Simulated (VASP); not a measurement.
**Rb: single point with r2SCAN**

Rb:

```
Rb
1.0
    -2.79102    2.79102    2.79102
     2.79102   -2.79102    2.79102
     2.79102    2.79102   -2.79102
Rb
1
Direct
  0.00000 0.00000 0.00000
```

```
Program                : VASP 6.6.1
Task                   : single point
Functional             : r2SCAN
Potentials or basis    : VASP PAW PBE potentials, release 64 (Rb_sv)
Cutoff                 : 520 eV
k mesh                 : 6 × 6 × 6
Occupations            : fermi-dirac, width 0.05 eV
Spin                   : no spin polarisation
Dipole correction      : no
Further INCAR settings : ALGO = Normal; EDIFF = 1e-06; NBANDS = 10
```

```
Pressure               : 0.3 GPa
Band gap on the k mesh : zero (an odd number of electrons rules out a gap without spin polarisation)
```

Levels at points of the mesh, in eV from the Fermi level:
| k point | band 2 | band 3 | band 4 | band 5 | band 6 | band 7 |
| --- | --- | --- | --- | --- | --- | --- |
| (0.00, 0.00, 0.00) | -13.57 | -13.57 | -13.57 | -2.18 | 4.13 | 4.13 |
| (0.50, 0.00, 0.00) | -13.68 | -13.60 | -13.57 | 0.31 | 0.72 | 2.85 |
| (0.50, 0.50, 0.50) | -13.65 | -13.65 | -13.65 | 1.25 | 1.25 | 3.63 |

It took 50 s on 1 thread of Intel(R) Xeon(R) Platinum 8375C CPU @ 2.90GHz (Ice Lake), on a shared host, peak memory 0.21 GiB.

Caveat: the PAW data sets were made with another functional, which shifts forces and pressure a little.
